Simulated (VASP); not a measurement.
# HfO2 (Fm-3m) in VASP: further runs

HfO2 is run at these levels: PBE, r2SCAN; tasks: single point.

Program: VASP 6.6.1. These are calculated values, not measurements. Logs are shortened: lines on timing, memory, paths and dates and some standing lists are left out, and cuts for length are marked.

**1. The cell of the first run**

It takes space group Fm-3m (No. 225, cubic). The conventional cell has a = 4.856 Å, b = 4.856 Å, c = 4.856 Å, α = 90.00°, β = 90.00°, γ = 90.00°. Within 2.8 Å of Hf (site symmetry m-3m) lie 8 O at 2.10 Å. O (site symmetry -43m) has 4 Hf at 2.10 Å and 6 O at 2.43 Å within 2.8 Å.

**2. Single point, PBE (strain -4.0%)**

INCAR reads:

```
SYSTEM = HfO2
ALGO = Normal ; EDIFF = 1E-6
ENCUT = 520 ; GGA = PE
ISIF = 2 ; ISMEAR = -1
LASPH = .True. ; LCHARG = .True.
LELF = .True. ; LREAL = .False.
LVHAR = .True. ; LWAVE = .False.
NBANDS = 18 ; NELM = 100
PREC = Accurate ; SIGMA = 0.02
```

KPOINTS reads:

```
k-points
0
Gamma
  8 8 8
  0 0 0
```

POSCAR reads:

```
HfO2
1.0
    0.0000000000      2.4280150264      2.4280150264
    2.4280150264      0.0000000000      2.4280150264
    2.4280150264      2.4280150264      0.0000000000
Hf O
1 2
Direct
    0.0000000000      0.0000000000      0.0000000000
    0.2500000000      0.2500000000      0.2500000000
    0.7500000000      0.7500000000      0.7500000000
```

Potentials or basis: VASP PAW PBE potentials, release 64 (Hf_pv, O).

Started as:

```bash
> cat potpaw_PBE.64/Hf_pv/POTCAR potpaw_PBE.64/O/POTCAR > POTCAR
> mpirun -np 1 vasp_std > vasp.out
```

OUTCAR:

```text
SYSTEM = HfO2
   EDIFF = 1E-6
   ENCUT = 520
   GGA = PE
   ISIF = 2
   ISMEAR = -1
   LASPH = .True.
   LREAL = .False.
   NELM = 100
   PREC = Accurate

 ion  position               nearest neighbor table
   1  0.000  0.000  0.000-   3 2.10   3 2.10   3 2.10   2 2.10   2 2.10   2 2.10   3 2.10   2 2.10

   2  0.250  0.250  0.250-   1 2.10   1 2.10   1 2.10   1 2.10
   3  0.750  0.750  0.750-   1 2.10   1 2.10   1 2.10   1 2.10

  LATTYP: Found a face centered cubic cell.
 ALAT       =     4.8560300528

  Lattice vectors:

 A1 = (   0.0000000000,   2.4280150264,   2.4280150264)
 A2 = (   2.4280150264,   0.0000000000,   2.4280150264)
 A3 = (   2.4280150264,   2.4280150264,   0.0000000000)

Analysis of symmetry for initial positions (statically):
=====================================================================
 Subroutine PRICEL returns:
 Original cell was already a primitive cell.

 Routine SETGRP: Setting up the symmetry group for a
 face centered cubic supercell.

 Subroutine GETGRP returns: Found 48 space group operations
 (whereof 48 operations were pure point group operations)
 out of a pool of 48 trial point group operations.

The static configuration has the point symmetry O_h .

Analysis of symmetry for dynamics (positions and initial velocities):
=====================================================================
 Subroutine PRICEL returns:
 Original cell was already a primitive cell.

 Routine SETGRP: Setting up the symmetry group for a
 face centered cubic supercell.

 Subroutine GETGRP returns: Found 48 space group operations
 (whereof 48 operations were pure point group operations)
 out of a pool of 48 trial point group operations.

The dynamic configuration has the point symmetry O_h .

 Subroutine INISYM returns: Found 48 space group operations
 (whereof 48 operations are pure point group operations),
 and found     1 'primitive' translations

----------------------------------------------------------------------------------------

                                     Primitive cell

  volume of cell :      28.6275

  direct lattice vectors                    reciprocal lattice vectors
     0.000000000  2.428015026  2.428015026    -0.205929533  0.205929533  0.205929533
     2.428015026  0.000000000  2.428015026     0.205929533 -0.205929533  0.205929533
     2.428015026  2.428015026  0.000000000     0.205929533  0.205929533 -0.205929533

[... 78 lines left out ...]
   ICHARG =      2    charge: 1-file 2-atom 10-const
   ISPIN  =      1    spin polarized calculation?
   LNONCOLLINEAR =      F non collinear calculations
   LSORBIT =      F    spin-orbit coupling
   LASPH  =      T    aspherical Exc in radial PAW
   ENCUT  =  520.0 eV  38.22 Ry    6.18 a.u.   6.38  6.38  6.38*2*pi/ulx,y,z
   NELM   =    100;   NELMIN=  2; NELMDL= -5     # of ELM steps
   EDIFF  = 0.1E-05   stopping-criterion for ELM
   LREAL  =      F    real-space projection
   EDIFFG = 0.1E-04   stopping-criterion for IOM
   NSW    =      0    number of steps for IOM
   IBRION =     -1    ionic relax: 0-MD 1-quasi-New 2-CG
   NFREE  =      0    steps in history (QN), initial steepest desc. (CG)
   ISIF   =      2    stress and relaxation
   ISYM   =      2    0-nonsym 1-usesym 2-fastsym
   POTIM  = 0.5000    time-step for ionic-motion
   TEBEG  =    0.0;   TEEND  =   0.0 temperature during run
   PSTRESS=    0.0 pullay stress
   NELECT =      22.0000    total number of electrons
   NUPDOWN=      -1.0000    fix difference up-down
   EMIN   =  10.00;   EMAX   =-10.00  energy-range for DOS
   EFERMI =   0.00;   METHOD = LEGACY
   ISMEAR =    -1;   SIGMA  =   0.02  broadening in eV -4-tet -1-fermi 0-gaus
   EFERMI_NEDOS =   21; number of points for ismear=-14 and -15
   IALGO  =     38    algorithm
   IMIX   =      4    mixing-type and parameters
     AMIX     =   0.40;   BMIX     =  1.00
     AMIX_MAG =   1.60;   BMIX_MAG =  1.00
  volume/ion in A,a.u.               =       9.54        64.40
  Fermi-wavevector in a.u.,A,eV,Ry     =   1.499527  2.833696 30.593814  2.248582
  Thomas-Fermi vector in A             =   2.611146
   LORBIT       =      0    0 simple, 1 ext, 2 COOP (PROOUT), +10 PAW based schemes
   GGA     = PE    functional components
[... 5 lines left out ...]
 non-spin polarized calculation
  energy-cutoff  :      520.00
  volume of cell :       28.63
 maximum number of plane-waves:       784
 NGX is ok and might be reduce to    28
   NGX = 13   NGY = 13   NGZ = 13

 number of electron      22.0000002 magnetization

 Free energy of the ion-electron system (eV)
  ---------------------------------------------------
  ext. energy  EPLUGINS =         0.00000000
  ---------------------------------------------------
  free energy    TOTEN  =       -29.75654908 eV

  energy without entropy =      -29.75654907  energy(sigma->0) =      -29.75654907

 E-fermi :   5.8447     XC(G=0): -12.5474

 val. band max:        5.4478135608   @ k =   0.5000   0.5000   0.0000
 cond. band min:       9.5955542532   @ k =   0.5000   0.5000   0.0000
 fundamental gap:      4.1477406924
 Fermi energy:         5.8447497335

 k-point     1 :       0.0000    0.0000    0.0000
  band No.  band energies     occupation
      1     -23.6634      2.00000
      2     -23.6634      2.00000
      3     -23.6634      2.00000
      4     -14.1325      2.00000
      5     -10.4150      2.00000
      6      -0.7471      2.00000
[... 481 lines left out ...]
      5     -11.3064      2.00000
      6      -0.0405      2.00000
[... 10 lines left out ...]
     17      17.3192      0.00000
     18      19.6668      0.00000

 [... further k-points ...]

------------------------ aborting loop because EDIFF is reached ----------------------------------------

  FORCE on cell =-STRESS in cart. coord.  units (eV):
  Direction    XX          YY          ZZ          XY          YZ          ZX
  --------------------------------------------------------------------------------------
  -------------------------------------------------------------------------------------
  Total        7.7912563      7.7912563      7.7912563      0.0000000      0.0000000      0.0000000
  in kB      436.0476665    436.0476665    436.0476665      0.0000000      0.0000000      0.0000000
  external PRESSURE =     436.0476665 kB  Pullay stress =       0.0000000 kB

 VOLUME and BASIS-vectors are now :
 -----------------------------------------------------------------------------
  energy-cutoff  :      520.00
  volume of cell :       28.63
      direct lattice vectors                 reciprocal lattice vectors
     0.000000000  2.428015026  2.428015026    -0.205929533  0.205929533  0.205929533
     2.428015026  0.000000000  2.428015026     0.205929533 -0.205929533  0.205929533
     2.428015026  2.428015026  0.000000000     0.205929533  0.205929533 -0.205929533

 POSITION                                       TOTAL-FORCE (eV/Angst)
 -----------------------------------------------------------------------------------
      0.00000      0.00000      0.00000         0.000000     -0.000000      0.000000
      1.21401      1.21401      1.21401         0.000000     -0.000000     -0.000000
      3.64202      3.64202      3.64202        -0.000000      0.000000      0.000000
 -----------------------------------------------------------------------------------
    total drift:                                0.000000      0.000000      0.000000

  FREE ENERGIE OF THE ION-ELECTRON SYSTEM (eV)
  ---------------------------------------------------
  free  energy   TOTEN  =       -29.7565490750 eV

  energy  without entropy=      -29.7565490750  energy(sigma->0) =      -29.75654907
```

OSZICAR:

```text
N       E                     dE             d eps       ncg     rms          rms(c)
DAV:   1     0.962303906206E+02    0.96230E+02   -0.12884E+04  1044   0.123E+03
DAV:   2    -0.314570125032E+02   -0.12769E+03   -0.12497E+03  1396   0.297E+02
DAV:   3    -0.353536998524E+02   -0.38967E+01   -0.38834E+01  1184   0.457E+01
DAV:   4    -0.353743189910E+02   -0.20619E-01   -0.20615E-01  1340   0.371E+00
DAV:   5    -0.353744199243E+02   -0.10093E-03   -0.10093E-03  1178   0.244E-01    0.636E+01
DAV:   6    -0.298188820701E+02    0.55555E+01   -0.18180E+01  1076   0.334E+01    0.511E+01
DAV:   7    -0.297737033049E+02    0.45179E-01   -0.65850E-01  1212   0.662E+00    0.314E+01
DAV:   8    -0.297658549282E+02    0.78484E-02   -0.12385E-01  1174   0.336E+00    0.738E+00
DAV:   9    -0.297565929072E+02    0.92620E-02   -0.39181E-02  1192   0.150E+00    0.228E+00
DAV:  10    -0.297565051645E+02    0.87743E-04   -0.27309E-03  1126   0.418E-01    0.132E-01
DAV:  11    -0.297565457397E+02   -0.40575E-04   -0.13184E-04  1150   0.101E-01    0.213E-01
DAV:  12    -0.297565481042E+02   -0.23644E-05   -0.27003E-05  1112   0.368E-02    0.378E-02
DAV:  13    -0.297565490750E+02   -0.97083E-06   -0.14285E-06  1152   0.992E-03
   1 F= -.29756549E+02 E0= -.29756549E+02  d E =-.118896E-10
```

It took 9.1 s on 1 thread of Intel Xeon 6975P-C (Granite Rapids), shared host; peak memory 0.16 GiB.

Results:

```yaml
Free_energy: -29.7565 eV
Pressure: 43.6 GPa
Band_gap_on_the_k_mesh: 4.15 eV
```

Caveat: the cell differs from its parent crystal (strain -4.0%); the cell stands under pressure; spin-orbit coupling is left out, which moves the levels of the heavy elements. A k mesh can miss the band edges.

**3. Single point, PBE**

This run uses another cell than the first one, of 10.79 Å³/atom.

INCAR reads:

```
SYSTEM = HfO2
PREC     = Accurate       ! precision mode
ENCUT    = 520            ! plane-wave cutoff, eV
EDIFF    = 1E-6           ! SCF threshold, eV
ISMEAR   = -1             ! smearing method
SIGMA    = 0.02           ! smearing width, eV
LREAL    = .False.        ! projectors in reciprocal space
LASPH    = .True.         ! aspherical terms in the spheres
NELM     = 100            ! most SCF steps
ALGO     = Normal         ! electronic algorithm
ISIF     = 2              ! what is computed and relaxed
LWAVE    = .False.        ! write WAVECAR
LCHARG   = .False.        ! write CHGCAR
GGA      = PE             ! functional
NBANDS   = 18             ! bands
```

KPOINTS reads:

```
regular mesh
0
Gamma
  8 8 8
  0 0 0
```

POSCAR reads:

```
HfO2
1.0
    0.0000000000      2.5291823192      2.5291823192
    2.5291823192      0.0000000000      2.5291823192
    2.5291823192      2.5291823192      0.0000000000
Hf O
1 2
Direct
    0.0000000000      0.0000000000      0.0000000000
    0.2500000000      0.2500000000      0.2500000000
    0.7500000000      0.7500000000      0.7500000000
```

Potentials or basis: VASP PAW PBE potentials, release 64 (Hf_pv, O).

Started as:

```bash
> cat potpaw_PBE.64/Hf_pv/POTCAR potpaw_PBE.64/O/POTCAR > POTCAR
> mpirun -np 1 vasp_std > vasp.out
```

It took 9.7 s on 1 thread of Intel Xeon 6975P-C (Granite Rapids), shared host; peak memory 0.16 GiB.

The run converged. Its results:

* Free energy: -30.2461 eV
* Pressure: 2.1 GPa
* Band gap on the k mesh: 3.82 eV

Levels at points of the mesh, in eV from the valence-band top:
| k point | band 8 | band 9 | band 10 | band 11 | band 12 | band 13 | band 14 | band 15 |
| --- | --- | --- | --- | --- | --- | --- | --- | --- |
| (0.00, 0.00, 0.00) | -5.38 | -0.61 | -0.61 | -0.61 | 3.90 | 3.90 | 5.89 | 10.51 |
| (0.50, 0.00, 0.00) | -3.05 | -2.74 | -1.84 | -1.84 | 4.63 | 4.63 | 7.05 | 9.09 |
| (0.50, 0.50, 0.00) | -3.48 | -1.54 | -1.54 | 0.00 | 3.82 | 5.54 | 6.70 | 8.22 |

Caveat: spin-orbit coupling is left out, which moves the levels of the heavy elements. A k mesh can miss the band edges.

**4. Single point, r2SCAN (strain -4.0%)**

POSCAR reads:

```
HfO2
1.0
    0.0000000000      2.4280150264      2.4280150264
    2.4280150264      0.0000000000      2.4280150264
    2.4280150264      2.4280150264      0.0000000000
Hf O
1 2
Direct
    0.0000000000      0.0000000000      0.0000000000
    0.2500000000      0.2500000000      0.2500000000
    0.7500000000      0.7500000000      0.7500000000
```

INCAR.step1 reads:

```
SYSTEM = HfO2
PREC = Accurate
ENCUT = 520
ISMEAR = 0
SIGMA = 0.01
LREAL = .False.
LASPH = .True.
NELM = 80
NBANDS = 18
GGA = PE
ALGO = Normal
EDIFF = 1E-4
LWAVE = .True.
LCHARG = .False.
```

INCAR.step2 reads:

```
SYSTEM = HfO2
PREC = Accurate
ENCUT = 520
EDIFF = 1E-7
ISMEAR = 0
SIGMA = 0.01
LREAL = .False.
LASPH = .True.
NELM = 80
ALGO = Normal
ISIF = 2
LWAVE = .False.
LCHARG = .False.
METAGGA = R2SCAN
LMIXTAU = .True.
NBANDS = 18
ISTART = 1
```

KPOINTS is that of step 3.

Started as:

```bash
> cat potpaw_PBE.64/Hf_pv/POTCAR potpaw_PBE.64/O/POTCAR > POTCAR
> cp INCAR.step1 INCAR
> mpirun -np 1 vasp_std > vasp.out
> cp INCAR.step2 INCAR
> mpirun -np 1 vasp_std > vasp.out
```

Wall time 55 s (1 thread of Intel Xeon 6975P-C (Granite Rapids), shared host); peak memory 0.17 GiB.

Results (log left out):

* Free energy: -68.1987 eV
* Pressure: 37.7 GPa
* Band gap on the k mesh: 4.67 eV

Levels at points of the mesh, in eV from the valence-band top:
```
           k point  band 7  band 8  band 9  band 10  band 11  band 12  band 13  band 14  band 15  band 16
(0.00, 0.00, 0.00)   -6.31   -6.31   -0.70    -0.70    -0.70     4.73     4.73     7.54    12.78    12.78
(0.50, 0.00, 0.00)   -5.10   -3.26   -3.10    -2.04    -2.04     5.60     5.60     8.82    10.09    11.46
(0.50, 0.50, 0.00)   -3.86   -3.86   -1.80    -1.80     0.00     4.67     6.75     8.48     9.90     9.90
```

Caveat: the cell differs from its parent crystal (strain -4.0%); the cell stands under pressure; the PAW data sets were made with another functional, which shifts forces and pressure a little; spin-orbit coupling is left out, which moves the levels of the heavy elements.

**5. Single point, r2SCAN**

This run uses another cell than the first one, of 10.79 Å³/atom.

POSCAR reads:

```
HfO2
1.0
    0.0000000000      2.5291823192      2.5291823192
    2.5291823192      0.0000000000      2.5291823192
    2.5291823192      2.5291823192      0.0000000000
Hf O
1 2
Direct
    0.0000000000      0.0000000000      0.0000000000
    0.2500000000      0.2500000000      0.2500000000
    0.7500000000      0.7500000000      0.7500000000
```

INCAR.step1 reads:

```
PREC = Accurate
ENCUT = 520
ISMEAR = 0
SIGMA = 0.01
LREAL = F
LASPH = T
NELM = 100
NBANDS = 18
GGA = PE
ALGO = Normal
EDIFF = 1E-4
LWAVE = T
LCHARG = F
```

INCAR.step2 reads:

```
PREC = Accurate
ENCUT = 520
EDIFF = 1E-7
ISMEAR = 0
SIGMA = 0.01
LREAL = F
LASPH = T
NELM = 100
ALGO = Normal
ISIF = 2
LWAVE = F
LCHARG = F
METAGGA = R2SCAN
LMIXTAU = T
NBANDS = 18
ISTART = 1
```

KPOINTS reads:

```
regular mesh
0
Gamma
  8 8 8
```

Started as:

```bash
> cat potpaw_PBE.64/Hf_pv/POTCAR potpaw_PBE.64/O/POTCAR > POTCAR
> cp INCAR.step1 INCAR
> mpirun -np 1 vasp_std > vasp.out
> cp INCAR.step2 INCAR
> mpirun -np 1 vasp_std > vasp.out
```

Wall time 60 s (1 thread of Intel Xeon 6975P-C (Granite Rapids), shared host); peak memory 0.17 GiB.

Results (log left out):

| Property | Result |
| --- | --- |
| Free energy | -68.5475 eV |
| Pressure | -4.0 GPa |
| Band gap on the k mesh | 4.31 eV |

Levels at points of the mesh, in eV from the valence-band top:
```csv
k point,band 9,band 10,band 11,band 12,band 13,band 14
"(0.00, 0.00, 0.00)",-0.64,-0.64,-0.64,4.42,4.42,6.52
"(0.50, 0.00, 0.00)",-2.82,-1.90,-1.90,5.12,5.12,7.56
"(0.50, 0.50, 0.00)",-1.57,-1.57,0.00,4.31,6.05,7.24
```

Caveat: the cell stands under tension; the PAW data sets were made with another functional, which shifts forces and pressure a little; spin-orbit coupling is left out, which moves the levels of the heavy elements.

**6. The runs side by side**

```csv
level,cell,smearing,gap on the mesh (eV),pressure (GPa)
PBE,"a = 3.434 Å, angles 60.0°, 3 atoms",fermi-dirac 0.02 eV,4.15,43.6
PBE,"a = 3.577 Å, angles 60.0°, 3 atoms",fermi-dirac 0.02 eV,3.82,2.1
r2SCAN,"a = 3.434 Å, angles 60.0°, 3 atoms",gaussian 0.01 eV,4.67,37.7
r2SCAN,"a = 3.577 Å, angles 60.0°, 3 atoms",gaussian 0.01 eV,4.31,-4.0
```

Alike in all rows: task single point; potentials or basis VASP PAW PBE potentials, release 64 (Hf_pv, O); no spin polarisation; k mesh 8 × 8 × 8; cutoff (eV) 520.

Caveats: spin-orbit coupling is left out, which moves the levels of the heavy elements; the cell stands under pressure (at least some runs); the PAW data sets were made with another functional, which shifts forces and pressure a little (at least some runs); the cell stands under tension (at least some runs).

Total energies depend on the potentials used, so only differences within one code and one set of settings carry meaning.
